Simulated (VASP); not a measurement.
Runs of VASP 6.6.1 on Cu3N. The structure is that of space group Pm-3m (No. 221), or close to it. The cells are those of the table. 

```csv
task,level,U,cell,k mesh,smearing,gap on the mesh (eV),pressure (GPa)
relaxation of cell and atoms,PBE,-,"relaxed to 3 GPa from a = 3.791 Å, 4 atoms",10 × 10 × 10,gaussian 0.01 eV,0.18,3.0
relaxation of cell and atoms,PBE,-,"relaxed to 15 GPa from a = 3.696 Å, 4 atoms",12 × 12 × 12,gaussian 0.1 eV,none,15.0
single point,PBE+U,Cu d U = 1.0 eV,"a = 3.796 Å, 4 atoms",10 × 10 × 10,tetrahedron,(b),(a)
relaxation of cell and atoms,PBE,-,"relaxed to 8 GPa from a = 3.749 Å, 4 atoms",10 × 10 × 10,gaussian 0.01 eV,0.06,8.0
relaxation of cell and atoms,PBE,-,"relaxed to -3 GPa from a = 3.864 Å, 4 atoms",10 × 10 × 10,gaussian 0.01 eV,0.35,-3.0
```

Alike in all rows: potentials or basis VASP PAW PBE potentials, release 64 (Cu, N); no spin polarisation; cutoff (eV) 600.

**Question.** Estimate the missing entries.

**Answer.** (a) 3.4; (b) 0.26.

Caveats: semilocal functionals underestimate gaps, and a narrow one can read as zero; the cell is relaxed towards a set pressure, so the run minimises the enthalpy, not the energy (at least some runs); the cell stands under pressure (at least some runs).

A k mesh can miss the band edges.

A gap of «none» marks levels without a gap at the run's occupations.
